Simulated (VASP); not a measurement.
Here is a VASP 6.6.1 calculation.

INCAR

```
AGGAC = 0.0 ; ALDAC = 0.0
ALGO = Normal ; EDIFF = 1E-7
EDIFFG = -0.01 ; ENCUT = 600
GGA = PE ; IBRION = 2
ISIF = 3 ; ISMEAR = -1
LASPH = T ; LCHARG = F
LREAL = F ; LWAVE = F
NELM = 80 ; NSW = 60
PREC = Accurate ; SIGMA = 0.05
```

The input KPOINTS:

```
k-points
0
Gamma
  8 8 8
```

Contents of POSCAR:

```
GaSb
1.0
    0.0000000000      3.0590000000      3.0590000000
    3.0590000000      0.0000000000      3.0590000000
    3.0590000000      3.0590000000      0.0000000000
Sb Ga
1 1
Direct
    0.7500000000      0.7500000000      0.7500000000
    0.0000000000      0.0000000000      0.0000000000
```

Potentials or basis: VASP PAW PBE potentials, release 64 (Sb, Ga_d).

Run with:

```bash
$ cat potpaw_PBE.64/Sb/POTCAR potpaw_PBE.64/Ga_d/POTCAR > POTCAR
$ mpirun -np 1 vasp_std > vasp.out
```

Q: What does it give for the space group after relaxing (to 0.05 Å)?

A: F-43m (No. 216).

Q: Estimate the relaxed cell.

A: a = 4.692 Å, b = 4.692 Å, c = 4.692 Å, α = 60.00°, β = 60.00°, γ = 60.00°.

Final structure:
```
Sb Ga
1.0
     0.00000    3.31795    3.31795
     3.31795    0.00000    3.31795
     3.31795    3.31795    0.00000
Sb Ga
1 1
Direct
  0.75000 0.75000 0.75000
  0.00000 0.00000 0.00000
```

 Zero-point motion and thermal expansion aren't in these numbers.
